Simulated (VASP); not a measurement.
# SnO2 in VASP: further runs, part 2 of 3

VASP 6.6.1. Earlier steps stand in the parts before.

### Step 3. Relaxation of cell and atoms, PBEsol

This run uses another cell than the first one, of 12.59 Å³/atom, 1.034 times its volume.

Input file INCAR:

```
  ALGO = Normal
  EDIFF = 1E-6
  EDIFFG = -0.005
  ENCUT = 600
  GGA = PS
  IBRION = 2
  ISIF = 3
  ISMEAR = 0
  LASPH = True
  LCHARG = False
  LREAL = False
  LWAVE = False
  NELM = 100
  NSW = 100
  PREC = Accurate
  SIGMA = 0.02
```

Input file KPOINTS:

```
k-points
0
Gamma
  6 6 8
```

Input file POSCAR:

```
SnO2
1.0
    4.7880040000      0.0000000000      0.0000000000
    0.0000000000      4.8665820000      0.0000000000
    0.0000000000      0.0000000000      3.2408980000
Sn O
2 4
Direct
    0.5000000000      0.5000000000      0.5000000000
    0.0000000000      0.0000000000      0.0000000000
    0.2918550000      0.3210420000      0.0000000000
    0.7918550000      0.1789580000      0.5000000000
    0.2081450000      0.8210420000      0.5000000000
    0.7081450000      0.6789580000      0.0000000000
```

Potentials or basis: VASP PAW PBE potentials, release 64 (Sn_d, O).

The run is started by

```
$ cat potpaw_PBE.64/Sn_d/POTCAR potpaw_PBE.64/O/POTCAR > POTCAR
$ mpirun -np 1 vasp_std > vasp.out
```

OUTCAR:

```text
EDIFF = 1E-6
   EDIFFG = -0.005
   ENCUT = 600
   GGA = PS
   IBRION = 2
   ISIF = 3
   ISMEAR = 0
   LASPH = True
   LREAL = False
   NELM = 100
   NSW = 100
   PREC = Accurate

 ion  position               nearest neighbor table
   1  0.500  0.500  0.500-   3 2.09   6 2.09   3 2.09   6 2.09   5 2.10   4 2.10
   2  0.000  0.000  0.000-   4 2.09   5 2.09   4 2.09   5 2.09   3 2.10   6 2.10
   3  0.292  0.321  0.000-   1 2.09   1 2.09   2 2.10
   4  0.792  0.179  0.500-   2 2.09   2 2.09   1 2.10
   5  0.208  0.821  0.500-   2 2.09   2 2.09   1 2.10
   6  0.708  0.679  0.000-   1 2.09   1 2.09   2 2.10

  LATTYP: Found a simple orthorhombic cell.
 ALAT       =     3.2408980000
 B/A-ratio  =     1.4773695439
 C/A-ratio  =     1.5016152930

  Lattice vectors:

 A1 = (   0.0000000000,   0.0000000000,   3.2408980000)
 A2 = (   4.7880040000,   0.0000000000,   0.0000000000)
 A3 = (   0.0000000000,   4.8665820000,   0.0000000000)

Analysis of symmetry for initial positions (statically):
=====================================================================
 Subroutine PRICEL returns:
 Original cell was already a primitive cell.

 Routine SETGRP: Setting up the symmetry group for a
 simple orthorhombic supercell.

 Subroutine GETGRP returns: Found  8 space group operations
 (whereof  4 operations were pure point group operations)
 out of a pool of  8 trial point group operations.

The static configuration has the point symmetry C_2h.
 The point group associated with its full space group is D_2h.

Analysis of symmetry for dynamics (positions and initial velocities):
=====================================================================
 Subroutine PRICEL returns:
 Original cell was already a primitive cell.

 Routine SETGRP: Setting up the symmetry group for a
 simple orthorhombic supercell.

 Subroutine GETGRP returns: Found  8 space group operations
 (whereof  4 operations were pure point group operations)
 out of a pool of  8 trial point group operations.

The dynamic configuration has the point symmetry C_2h.
 The point group associated with its full space group is D_2h.

 Subroutine INISYM returns: Found  8 space group operations
 (whereof  4 operations are pure point group operations),
 and found     1 'primitive' translations

----------------------------------------------------------------------------------------

                                     Primitive cell

  volume of cell :      75.5169

  direct lattice vectors                    reciprocal lattice vectors
     4.788004000  0.000000000  0.000000000     0.208855298  0.000000000  0.000000000
     0.000000000  4.866582000  0.000000000     0.000000000  0.205483027  0.000000000
     0.000000000  0.000000000  3.240898000     0.000000000  0.000000000  0.308556456

  length of vectors
     4.788004000  4.866582000  3.240898000     0.208855298  0.205483027  0.308556456

  position of ions in fractional coordinates (direct lattice)
     0.500000000  0.500000000  0.500000000
     0.000000000  0.000000000  0.000000000
     0.291855000  0.321042000  0.000000000
     0.791855000  0.178958000  0.500000000
     0.208145000  0.821042000  0.500000000
     0.708145000  0.678958000  0.000000000

[... 73 lines left out ...]
   ICHARG =      2    charge: 1-file 2-atom 10-const
   ISPIN  =      1    spin polarized calculation?
   LNONCOLLINEAR =      F non collinear calculations
   LSORBIT =      F    spin-orbit coupling
   LASPH  =      T    aspherical Exc in radial PAW
   ENCUT  =  600.0 eV  44.10 Ry    6.64 a.u.   9.56  9.72  6.47*2*pi/ulx,y,z
   NELM   =    100;   NELMIN=  2; NELMDL= -5     # of ELM steps
   EDIFF  = 0.1E-05   stopping-criterion for ELM
   LREAL  =      F    real-space projection
   EDIFFG = -.5E-02   stopping-criterion for IOM
   NSW    =    100    number of steps for IOM
   IBRION =      2    ionic relax: 0-MD 1-quasi-New 2-CG
   NFREE  =      1    steps in history (QN), initial steepest desc. (CG)
   ISIF   =      3    stress and relaxation
   ISYM   =      2    0-nonsym 1-usesym 2-fastsym
   POTIM  = 0.5000    time-step for ionic-motion
   TEBEG  =    0.0;   TEEND  =   0.0 temperature during run
   PSTRESS=    0.0 pullay stress
   NELECT =      52.0000    total number of electrons
   NUPDOWN=      -1.0000    fix difference up-down
   EMIN   =  10.00;   EMAX   =-10.00  energy-range for DOS
   EFERMI =   0.00;   METHOD = LEGACY
   ISMEAR =     0;   SIGMA  =   0.02  broadening in eV -4-tet -1-fermi 0-gaus
   EFERMI_NEDOS =   21; number of points for ismear=-14 and -15
   IALGO  =     38    algorithm
   IMIX   =      4    mixing-type and parameters
     AMIX     =   0.40;   BMIX     =  1.00
     AMIX_MAG =   1.60;   BMIX_MAG =  1.00
  volume/ion in A,a.u.               =      12.59        84.94
  Fermi-wavevector in a.u.,A,eV,Ry     =   1.445644  2.731871 28.434627  2.089886
  Thomas-Fermi vector in A             =   2.563802
   LORBIT       =      0    0 simple, 1 ext, 2 COOP (PROOUT), +10 PAW based schemes
   GGA     = PS    functional components
   LHFCALC =     F    Hartree Fock is set to
   AEXX    =    0.0000 exact exchange contribution
   IVDW    =     0    specifies the selected vdW correction
   LEPSILON=     F    determine dielectric tensor
   LRPA    =     F    only Hartree local field effects (RPA)
 conjugate gradient relaxation of ions
 non-spin polarized calculation
 Gauss-broadening in eV      SIGMA  =   0.02
  energy-cutoff  :      600.00
  volume of cell :       75.52
 maximum number of plane-waves:      2552
 NGX is ok and might be reduce to    40
   NGX = 19   NGY = 19   NGZ = 13

--------------------------------------- Ionic step        1  -------------------------------------------

 number of electron      51.9999998 magnetization

 Free energy of the ion-electron system (eV)
  ---------------------------------------------------
  ext. energy  EPLUGINS =         0.00000000
  ---------------------------------------------------
  free energy    TOTEN  =       -39.62762492 eV

  energy without entropy =      -39.62762492  energy(sigma->0) =      -39.62762492

------------------------ aborting loop because EDIFF is reached ----------------------------------------

  FORCE on cell =-STRESS in cart. coord.  units (eV):
  Direction    XX          YY          ZZ          XY          YZ          ZX
  --------------------------------------------------------------------------------------
  -------------------------------------------------------------------------------------
  Total       -2.5658561     -2.6845133     -3.0764350      0.0000000      0.0000000      0.0000000
  in kB      -54.4375995    -56.9550496    -65.2701212      0.0000000      0.0000000      0.0000000
  external PRESSURE =     -58.8875901 kB  Pullay stress =       0.0000000 kB
[... 101 lines left out ...]
  FREE ENERGIE OF THE ION-ELECTRON SYSTEM (eV)
  ---------------------------------------------------
  free  energy   TOTEN  =       -39.6726564631 eV

  energy  without entropy=      -39.6726564631  energy(sigma->0) =      -39.67265646

[... ionic steps 4 to 27 ...]

--------------------------------------- Ionic step       28  -------------------------------------------

 number of electron      52.0000006 magnetization

------------------------ aborting loop because EDIFF is reached ----------------------------------------
[... 75 lines left out ...]
--------------------------------------- Ionic step       30  -------------------------------------------

 number of electron      52.0000006 magnetization

 Free energy of the ion-electron system (eV)
  ---------------------------------------------------
  ext. energy  EPLUGINS =         0.00000000
  ---------------------------------------------------
  free energy    TOTEN  =       -39.68478923 eV

  energy without entropy =      -39.68478923  energy(sigma->0) =      -39.68478923

 E-fermi :   5.9325     XC(G=0): -11.4142

 val. band max:        5.7496940889   @ k =   0.0000   0.0000   0.0000
 cond. band min:       6.6379836612   @ k =   0.0000   0.0000   0.0000
 fundamental gap:      0.8882895723
 Fermi energy:         5.9325291590

 k-point     1 :       0.0000    0.0000    0.0000
  band No.  band energies     occupation
      1     -15.2491      2.00000
      2     -14.5031      2.00000
      3     -14.2646      2.00000
      4     -14.2390      2.00000
      5     -14.2390      2.00000
      6     -14.1712      2.00000
[... 805 lines left out ...]
     30      13.1771      0.00000
     31      15.7948      0.00000

 [... further k-points ...]

------------------------ aborting loop because EDIFF is reached ----------------------------------------

  FORCE on cell =-STRESS in cart. coord.  units (eV):
  Direction    XX          YY          ZZ          XY          YZ          ZX
  --------------------------------------------------------------------------------------
  -------------------------------------------------------------------------------------
  Total       -0.0076539     -0.0156393      0.0206310      0.0000000      0.0000000      0.0000000
  in kB       -0.1675006     -0.3422554      0.4514952      0.0000000      0.0000000      0.0000000
  external PRESSURE =      -0.0194202 kB  Pullay stress =       0.0000000 kB
[... 21 lines left out ...]
  FREE ENERGIE OF THE ION-ELECTRON SYSTEM (eV)
  ---------------------------------------------------
  free  energy   TOTEN  =       -39.6847892334 eV

  energy  without entropy=      -39.6847892334  energy(sigma->0) =      -39.68478923

 reached required accuracy - stopping structural energy minimisation
```

It took 30 min on 1 thread of Intel Xeon Platinum 8488C (Sapphire Rapids), shared host; peak memory 0.35 GiB.

Results:

```yaml
Free_energy: -39.6848 eV
Relaxed_volume: 12.20 Å³/atom
Relaxed_cell: a = 4.771 Å, b = 4.772 Å, c = 3.215 Å, α = 90.00°, β = 90.00°, γ = 90.00°
Space_group_after_relaxing_to_0.05_Å: P4_2/mnm (No. 136)
Energy_gained_by_relaxing: 9.5 meV/atom
Ionic_steps: 30
Pressure_after_relaxing: 0.0 GPa
Band_gap_on_the_k_mesh: 0.89 eV, direct
```

Step by step:
```
step  energy change (eV)  largest force (eV/Å)  pressure (GPa)  volume (Å³)
   1              0.0000                0.1053           -5.89        75.52
   2              0.0202                0.2809            8.05        70.57
   3             -0.0450                0.0998           -0.09        73.21
   4             -0.0450                0.1020            0.05        73.16
   5             -0.0472                0.0537            0.11        73.03
   6             -0.0474                0.0609            0.19        72.99
   7             -0.0481                0.0569           -0.17        73.11
   8             -0.0484                0.0530           -0.58        73.27
   9             -0.0487                0.0505           -0.52        73.26
  10             -0.0495                0.0487           -0.39        73.22
  11             -0.0507                0.0689           -0.11        73.15
  12             -0.0511                0.1439            0.45        73.01
  13             -0.0512                0.1200            0.28        73.05
  14             -0.0519                0.1130            0.26        73.06
  15             -0.0536                0.0931            0.19        73.10
  16             -0.0559                0.0534            0.05        73.18
  17             -0.0566                0.0262           -0.38        73.32
  18             -0.0570                0.0013           -0.21        73.27
  19             -0.0570                0.0055           -0.19        73.27
  20             -0.0571                0.0077            0.17        73.15
  21             -0.0571                0.0071            0.10        73.17
  22             -0.0572                0.0008            0.02        73.20
  23             -0.0572                0.0034           -0.02        73.21
  24             -0.0572                0.0011            0.06        73.20
  25             -0.0572                0.0011            0.03        73.20
  26             -0.0572                0.0009            0.03        73.20
  27             -0.0572                0.0004            0.05        73.20
  28             -0.0572                0.0004            0.02        73.20
  29             -0.0572                0.0007            0.02        73.21
  30             -0.0572                0.0013            0.00        73.21
```

Final structure:
```yaml
crystal:
  lattice:
    - [4.77149, 0.00000, 0.00000]
    - [0.00000, 4.77224, 0.00000]
    - [0.00000, 0.00000, 3.21515]
  atoms:
    - { symbol: Sn, position: [0.50000, 0.50000, 0.50000] }
    - { symbol: Sn, position: [0.00000, 0.00000, 0.00000] }
    - { symbol: O, position: [0.30634, 0.30614, 0.00000] }
    - { symbol: O, position: [0.80634, 0.19386, 0.50000] }
    - { symbol: O, position: [0.19366, 0.80614, 0.50000] }
    - { symbol: O, position: [0.69366, 0.69386, 0.00000] }
```

Caveat: the PAW data sets were made with another functional, which shifts forces and pressure a little; spin-orbit coupling is left out, which moves the levels of the heavy elements. A hybrid or GW would open this gap; PBEsol tends to underestimate it.

### Step 4. Single point, PBEsol

This run uses another cell than the first one, of 11.45 Å³/atom, 0.940 times its volume.

Input file INCAR:

```
ALGO     = Normal         # electronic algorithm
EDIFF    = 1E-6           # SCF threshold, eV
ENCUT    = 520            # plane-wave cutoff, eV
GGA      = PS             # functional
ISIF     = 2              # what is computed and relaxed
ISMEAR   = 0              # smearing method
LASPH    = T              # aspherical terms in the spheres
LCHARG   = T              # write CHGCAR
LELF     = T              # ELF
LREAL    = F              # projectors in reciprocal space
LVHAR    = T            
LWAVE    = F              # write WAVECAR
NBANDS   = 35             # bands
NELM     = 100            # most SCF steps
PREC     = Accurate       # precision mode
SIGMA    = 0.02           # smearing width, eV
```

KPOINTS is that of step 3.

Input file POSCAR:

```
SnO2
1.0
    4.7686576438      0.0000000000      0.0000000000
    0.0000000000      4.7700658055      0.0000000000
    0.0000000000      0.0000000000      3.0192603928
Sn O
2 4
Direct
    0.5000000000      0.5000000000      0.5000000000
    0.0000000000      0.0000000000      0.0000000000
    0.3025257056      0.3027769120      0.0000000000
    0.8025257056      0.1972230880      0.5000000000
    0.1974742944      0.8027769120      0.5000000000
    0.6974742944      0.6972230880      0.0000000000
```

The run is started by

```
$ cat potpaw_PBE.64/Sn_d/POTCAR potpaw_PBE.64/O/POTCAR > POTCAR
$ mpirun -np 1 vasp_std > vasp.out
```

Run time: 1.7 min. Hardware: 1 thread of Intel Xeon Platinum 8488C (Sapphire Rapids), shared host; peak memory 0.27 GiB.

Results (log left out):

```yaml
Free_energy: -39.2627 eV
Pressure: 17.2 GPa
Largest_force: 0.030 eV/Å
Band_gap_on_the_k_mesh: 1.71 eV, direct
```

Forces on the atoms (eV/Å):
```
Sn   0.000  0.000  0.000
Sn   0.000  0.000  0.000
O   -0.021 -0.021  0.000
O   -0.021  0.021  0.000
O    0.021 -0.021  0.000
O    0.021  0.021  0.000
```

Stress tensor (GPa, compression positive):
```
10.74  0.00  0.00
 0.00 10.73  0.00
 0.00  0.00 30.20
```

Levels at points of the mesh, in eV from the valence-band top:
| k point | band 24 | band 25 | band 26 | band 27 | band 28 | band 29 |
| --- | --- | --- | --- | --- | --- | --- |
| (0.00, 0.00, 0.00) | -0.94 | -0.94 | 0.00 | 1.71 | 6.76 | 6.76 |
| (0.50, 0.00, 0.00) | -1.06 | -0.73 | -0.73 | 4.81 | 4.81 | 7.68 |
| (0.00, 0.50, 0.00) | -1.06 | -0.73 | -0.73 | 4.81 | 4.81 | 7.69 |
| (0.50, 0.50, 0.00) | -1.15 | -1.10 | -1.10 | 5.46 | 5.46 | 8.03 |
| (0.00, 0.00, 0.50) | -1.79 | -1.34 | -1.34 | 6.57 | 6.57 | 9.56 |
| (0.50, 0.00, 0.50) | -1.25 | -0.82 | -0.82 | 6.79 | 6.79 | 7.80 |
| (0.00, 0.50, 0.50) | -1.25 | -0.82 | -0.82 | 6.79 | 6.79 | 7.80 |
| (0.50, 0.50, 0.50) | -1.04 | -0.99 | -0.99 | 4.85 | 4.85 | 9.00 |

Caveat: the PAW data sets were made with another functional, which shifts forces and pressure a little; spin-orbit coupling is left out, which moves the levels of the heavy elements. Expect the measured gap to be larger: semilocal functionals such as PBEsol lack the derivative discontinuity.

### Step 5. Single point, PBEsol

This run uses another cell than the first one, of 12.30 Å³/atom, 1.010 times its volume.

Input file INCAR:

```
PREC = Accurate
ENCUT = 520
EDIFF = 1E-6
ISMEAR = 0
SIGMA = 0.02
LREAL = F
LASPH = T
NELM = 80
ALGO = Normal
ISIF = 2
LWAVE = F
LCHARG = F
GGA = PS
NBANDS = 35
```

Input file KPOINTS:

```
regular mesh
0
Gamma
  6 6 8
```

Input file POSCAR:

```
SnO2
1.0
    4.7011651683      0.0000000000      0.0000000000
    0.0000000000      4.7012317541      0.0000000000
    0.0000000000      0.0000000000      3.3404583135
Sn O
2 4
Direct
    0.5000000000      0.5000000000      0.5000000000
    0.0000000000      0.0000000000      0.0000000000
    0.3074731310      0.3074904391      0.0000000000
    0.8074731310      0.1925095609      0.5000000000
    0.1925268690      0.8074904391      0.5000000000
    0.6925268690      0.6925095609      0.0000000000
```

The run is started by

```
$ cat potpaw_PBE.64/Sn_d/POTCAR potpaw_PBE.64/O/POTCAR > POTCAR
$ mpirun -np 1 vasp_std > vasp.out
```

Run time: 6.5 min. Hardware: 1 thread of AMD EPYC 7R13, shared host; peak memory 0.26 GiB.

It converged, with:

* Free energy: -39.5790 eV
* Pressure: -2.9 GPa
* Band gap on the k mesh: 0.65 eV, direct

Forces in eV/Å, atoms in the order of the input:
```
Sn   0.000  0.000  0.000
Sn   0.000  0.000  0.000
O   -0.001 -0.002  0.000
O   -0.001  0.002  0.000
O    0.001 -0.002  0.000
O    0.001  0.002  0.000
```

Stress tensor (GPa, compression positive):
```
 0.53  0.00  0.00
 0.00  0.53  0.00
 0.00  0.00 -9.87
```

Levels at points of the mesh, in eV from the valence-band top:
```csv
k point,band 23,band 24,band 25,band 26,band 27,band 28,band 29,band 30
"(0.00, 0.00, 0.00)",-1.36,-0.69,-0.69,0.00,0.65,5.26,5.65,5.65
"(0.50, 0.00, 0.00)",-1.30,-1.30,-0.58,-0.58,3.98,3.98,6.38,6.38
"(0.00, 0.50, 0.00)",-1.30,-1.30,-0.58,-0.58,3.98,3.98,6.38,6.38
"(0.50, 0.50, 0.00)",-1.46,-1.46,-0.75,-0.75,4.22,4.22,6.93,6.93
"(0.00, 0.00, 0.50)",-1.62,-1.62,-1.20,-1.20,5.69,5.69,9.48,9.48
"(0.50, 0.00, 0.50)",-1.00,-1.00,-0.61,-0.61,6.03,6.03,7.88,7.88
"(0.00, 0.50, 0.50)",-1.00,-1.00,-0.61,-0.61,6.03,6.03,7.88,7.88
"(0.50, 0.50, 0.50)",-0.89,-0.89,-0.71,-0.71,4.52,4.52,8.57,8.57
```

Caveat: the PAW data sets were made with another functional, which shifts forces and pressure a little; spin-orbit coupling is left out, which moves the levels of the heavy elements. As with any semilocal functional, this PBEsol gap is likely too small.

[end of part 2 of 3]
